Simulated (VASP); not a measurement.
# Li2S: relaxation of cell and atoms with LDA

Li2S:

```
Li S
1.0
     0.00000    2.85282    2.85282
     2.85282    0.00000    2.85282
     2.85282    2.85282    0.00000
Li S
2 1
Direct
  0.25000 0.25000 0.25000
  0.75000 0.75000 0.75000
  0.00000 0.00000 0.00000
```

```yaml
Program: VASP 6.6.1
Task: relaxation of cell and atoms
Functional: LDA
Potentials_or_basis: VASP PAW LDA potentials, release 64 (Li_sv, S)
Cutoff: 750 eV
k_mesh: 8 × 8 × 8
Occupations: fermi-dirac, width 0.02 eV
Spin: no spin polarisation
Dipole_correction: no
Further_INCAR_settings: ALGO = Normal; EDIFF = 1e-07; IBRION = 2; EDIFFG = -0.005; NSW = 80; ISIF = 3
```

- Relaxed volume: 14.35 Å³/atom
- Relaxed cell: a = 3.934 Å, b = 3.934 Å, c = 3.934 Å, α = 60.00°, β = 60.00°, γ = 60.00°
- Space group after relaxing (to 0.1 Å): Fm-3m (No. 225)
- Energy gained by relaxing: 11.3 meV/atom
- Ionic steps: 4
- Pressure after relaxing: 0.0 GPa
- Band gap on the k mesh: 3.12 eV (least direct gap 4.44 eV)

Step by step:
```tsv
step	energy change (eV)	largest force (eV/Å)	pressure (GPa)	volume (Å³)
1	0.0000	0.0000	-3.04	46.44
2	-0.0274	0.0000	-1.43	44.49
3	-0.0339	0.0000	-0.10	43.16
4	-0.0339	0.0000	0.01	43.06
```

Final structure:
```
Li S
1.0
     0.00000    2.78203    2.78203
     2.78203    0.00000    2.78203
     2.78203    2.78203    0.00000
Li S
2 1
Direct
  0.25000 0.25000 0.25000
  0.75000 0.75000 0.75000
  0.00000 0.00000 0.00000
```

Levels at points of the mesh, in eV from the valence-band top:
```tsv
k point	band 2	band 3	band 4	band 5	band 6	band 7	band 8	band 9	band 10
(0.00, 0.00, 0.00)	-43.02	-11.17	0.00	0.00	0.00	4.44	6.04	6.04	6.04
(0.50, 0.00, 0.00)	-43.05	-10.68	-3.18	-0.58	-0.58	6.27	6.40	6.40	8.55
(0.50, 0.50, 0.00)	-43.04	-10.54	-2.34	-1.62	-1.62	3.12	7.16	11.34	11.34
```

Run time: 83 s on 1 thread of Intel Xeon 8259CL, with other jobs on the host, peak memory 0.18 GiB.

A k mesh can miss the band edges. Zero-point motion and thermal expansion aren't in these numbers.
